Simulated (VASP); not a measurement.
A run of VASP 6.6.1 is set up as follows.

INCAR

```
SYSTEM = ZnCd2O3
ALGO     = Normal         ! electronic algorithm
EDIFF    = 1E-6           ! SCF threshold, eV
ENCUT    = 700            ! plane-wave cutoff, eV
GGA      = PE             ! functional
GGA_COMPAT= .FALSE.      
ISIF     = 2              ! what is computed and relaxed
ISMEAR   = 0              ! smearing method
ISPIN    = 2              ! spin polarisation
LASPH    = .TRUE.         ! aspherical terms in the spheres
LCHARG   = .FALSE.        ! write CHGCAR
LORBIT   = 11             ! projections on sites
LREAL    = .FALSE.        ! projectors in reciprocal space
LWAVE    = .FALSE.        ! write WAVECAR
MAGMOM   = 0 0 0 1 1 1    ! initial moments
NBANDS   = 48             ! bands
NELM     = 200            ! most SCF steps
PREC     = Accurate       ! precision mode
SIGMA    = 0.1            ! smearing width, eV
```

KPOINTS

```
k-points
0
G
  6 6 2
  0 0 0
```

The input POSCAR:

```
ZnCd2O3
1.0
    3.4834302000      0.0000000000      0.0000000000
   -1.7417151000      3.0167391000      0.0000000000
    0.0000000000      0.0000000000      8.7221184000
Zn Cd O
1 2 3
Direct
    0.0000000000      0.0000000000      0.3345850000
    0.3333333000      0.6666667000      0.0142190000
    0.6666667000      0.3333333000      0.6600750000
    0.6666667000      0.3333333000      0.9123020000
    0.0000000000      0.0000000000      0.5596900000
    0.3333333000      0.6666667000      0.2691290000
```

Potentials or basis: VASP PAW PBE potentials, release 64 (Zn, Cd_sv_GW, O).

Command:

```console
$ cat potpaw_PBE.64/Zn/POTCAR potpaw_PBE.64/Cd_sv_GW/POTCAR potpaw_PBE.64/O/POTCAR > POTCAR
$ mpirun -np 1 vasp_std > vasp.out
```

Q: Estimate the pressure.

A: 0.2 GPa.

Q: What does it give for the band gap on the k mesh?

A: Zero (filled and empty bands touch).

Q: Estimate the net moment.

A: 0.00 μB per cell.

Forces on the atoms (eV/Å):
```
Zn   0.000  0.000 -0.045
Cd   0.000  0.000 -0.003
Cd   0.000  0.000  0.010
O    0.000  0.000 -0.006
O    0.000  0.000  0.063
O    0.000  0.000 -0.019
```

Caveat: the k points lie up to 0.36 Å⁻¹ apart; semilocal functionals underestimate gaps, and a narrow one can read as zero.
